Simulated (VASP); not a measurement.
EuS, 2 atoms in the cell. The structure is cubic, space group Fm-3m (No. 225). The conventional cell has a = 5.957 Å, b = 5.957 Å, c = 5.957 Å, α = 90.00°, β = 90.00°, γ = 90.00°. Eu (site symmetry m-3m) has 6 S at 2.98 Å within 3.9 Å. Within 3.9 Å of S (site symmetry m-3m) lie 6 Eu at 2.98 Å. 

- Program: VASP 6.6.1
- Task: relaxation of cell and atoms
- Functional: PBEsol
- Potentials or basis: VASP PAW PBE potentials, release 64 (Eu, S)
- Cutoff: 600 eV
- k mesh: 8 × 8 × 8
- Occupations: fermi-dirac, width 0.05 eV
- Spin: collinear spin, ferromagnetic start
- Starting moments: [7.0, 0.0] μB
- Hubbard terms: Eu f U = 4.0 eV
- Dipole correction: no
- Further INCAR settings: ALGO = Normal; EDIFF = 1e-07; IBRION = 2; EDIFFG = -0.01; NSW = 60; ISIF = 3

Potentials or basis: VASP PAW PBE potentials, release 64 (Eu, S).

Launch:

```console
$ cat potpaw_PBE.64/Eu/POTCAR potpaw_PBE.64/S/POTCAR > POTCAR
$ mpirun -np 1 vasp_std > vasp.out
```

Hardware: 1 thread of Intel(R) Xeon(R) 6975P-C (Granite Rapids), on a shared host.

**Question.** How long does it take, and how much memory?

**Answer.** Wall time 4.7 min on 1 thread of Intel(R) Xeon(R) 6975P-C (Granite Rapids), with other jobs on the host, peak memory 0.3 GiB. Counts: scf iterations 101, k points 29, ion steps 5.
